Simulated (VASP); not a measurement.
Write the native input for VASP 6.6.1 that does the following.

| Item | Value |
| --- | --- |
| Task | single point |
| Functional | SVWN5 |
| Potentials or basis | VASP PAW PBE potentials, release 64 (P) |
| Cutoff | 500 eV |
| k mesh | 8 × 8 × 6 |
| Occupations | fermi-dirac, width 0.05 eV |
| Spin | no spin polarisation |
| Dipole correction | no |
| Further INCAR settings | ALGO = Normal; EDIFF = 1e-06; NBANDS = 18 |

The structure of P lies in POSCAR:

```
P
1.0
    1.6141062751     -5.3534750391      0.0000000000
    1.6141062751      5.3534750391      0.0000000000
    0.0000000000      0.0000000000      4.4508823070
P
4
Direct
    0.9041431300      0.0958568700      0.5888151700
    0.0958568700      0.9041431300      0.4111848300
    0.5958568700      0.4041431300      0.0888151700
    0.4041431300      0.5958568700      0.9111848300
```

The input as run:

INCAR

```
  ALGO = Normal
  EDIFF = 1E-6
  ENCUT = 500
  GGA = VW
  GGA_COMPAT = F
  ISIF = 2
  ISMEAR = -1
  LASPH = T
  LCHARG = F
  LREAL = F
  LWAVE = F
  NBANDS = 18
  NELM = 120
  PREC = Accurate
  SIGMA = 0.05
```

KPOINTS

```
k-points
0
Gamma
  8 8 6
```

Potentials or basis: VASP PAW PBE potentials, release 64 (P).

Command:

```bash
$ cat potpaw_PBE.64/P/POTCAR > POTCAR
$ mpirun -np 1 vasp_std > vasp.out
```

Results of the run:

| Property | Result |
| --- | --- |
| Pressure | 3.2 GPa |
| Largest force | 0.771 eV/Å |
| Band gap on the k mesh | 0.08 eV |

Caveat: the cell stands under pressure; the PAW data sets were made with another functional, which shifts forces and pressure a little.

Run time: 46 s on 1 thread of Intel(R) Xeon(R) 6975P-C (Granite Rapids), with other jobs on the host, peak memory 0.22 GiB.
